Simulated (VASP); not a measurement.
## MgSnO2: single point with PBE

MgSnO2:

```
CELL_PARAMETERS angstrom
4.29032 0.00000 0.00000
0.00000 4.29032 0.00000
0.00000 0.00000 2.99132
ATOMIC_POSITIONS crystal
Mg 0.50000 0.50000 0.50000
Sn 0.00000 0.00000 0.00000
O 0.50000 0.00000 0.00000
O 0.00000 0.50000 0.00000
```

```
Program             : VASP 6.6.1
Task                : single point
Functional          : PBE
Potentials or basis : VASP PAW PBE potentials, release 64 (Mg, Sn_d, O)
Cutoff              : 520 eV
k mesh              : 4 × 4 × 6
Occupations         : gaussian, width 0.1 eV
Spin                : no spin polarisation
```

The pressure is 0.0 GPa. The band gap on the k mesh is zero (band 14 reaches 8.05 eV, above the bottom of band 15 at 6.35 eV).

Stress tensor (GPa, compression positive):
```
 0.15  0.00  0.00
 0.00  0.15  0.00
 0.00  0.00 -0.21
```

Levels at points of the mesh, in eV from the Fermi level:
| k point | band 11 | band 12 | band 13 | band 14 | band 15 | band 16 | band 17 | band 18 |
| --- | --- | --- | --- | --- | --- | --- | --- | --- |
| (0.00, 0.00, 0.00) | -4.00 | -4.00 | -3.17 | -2.43 | -0.74 | 5.69 | 5.69 | 7.47 |
| (0.50, 0.00, 0.00) | -4.69 | -2.82 | -2.62 | -0.62 | 1.15 | 4.38 | 5.34 | 5.53 |
| (0.50, 0.50, 0.00) | -3.13 | -2.61 | -2.61 | 0.96 | 1.24 | 1.24 | 3.25 | 8.04 |
| (0.00, 0.00, 0.50) | -4.35 | -3.64 | -3.64 | -1.70 | 0.28 | 2.37 | 4.46 | 4.46 |
| (0.50, 0.00, 0.50) | -5.25 | -4.78 | -4.10 | -0.88 | 2.15 | 3.05 | 4.04 | 5.88 |
| (0.50, 0.50, 0.50) | -5.00 | -3.09 | -2.83 | -2.83 | 1.52 | 4.30 | 5.40 | 5.40 |

Run time: 26 s on 1 thread of Intel(R) Xeon(R) Platinum 8259CL CPU @ 2.50GHz (Skylake/Cascade Lake), on a shared host, peak memory 0.17 GiB.

Caveat: the k points lie up to 0.37 Å⁻¹ apart; spin-orbit coupling is left out, which moves the levels of the heavy elements.
